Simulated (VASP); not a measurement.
Here is a VASP 6.6.1 calculation.

The input INCAR:

```
PREC = Accurate ; ENCUT = 520
EDIFF = 1E-6 ; ISMEAR = 0
SIGMA = 0.05 ; LREAL = False
LASPH = True ; NELM = 100
ALGO = Normal ; ISIF = 2
LWAVE = False ; LCHARG = True
GGA = PS ; LELF = True
LVHAR = True ; NBANDS = 15
```

Contents of KPOINTS:

```
regular mesh
0
Gamma
  6 6 6
```

File POSCAR:

```
RbBr
1.0
    3.9073620998      0.0000000000      0.0000000000
    0.0000000000      3.9073620998      0.0000000000
    0.0000000000      0.0000000000      4.0701688540
Rb Br
1 1
Direct
    0.0000000000      0.0000000000      0.0000000000
    0.5000000000      0.5000000000      0.5000000000
```

Potentials or basis: VASP PAW PBE potentials, release 64 (Rb_sv, Br).

Launch:

```sh
$ cat potpaw_PBE.64/Rb_sv/POTCAR potpaw_PBE.64/Br/POTCAR > POTCAR
$ mpirun -np 1 vasp_std > vasp.out
```

Task: What does it give for the band gap on the k mesh?

Result: 4.24 eV, indirect (least direct gap 4.39 eV).

Task: What does it give for the pressure?

Result: 1.8 GPa.

Stress tensor (GPa, compression positive):
```
2.27 0.00 0.00
0.00 2.27 0.00
0.00 0.00 0.94
```

Caveat: the PAW data sets were made with another functional, which shifts forces and pressure a little. A hybrid or GW would open this gap; PBEsol tends to underestimate it.
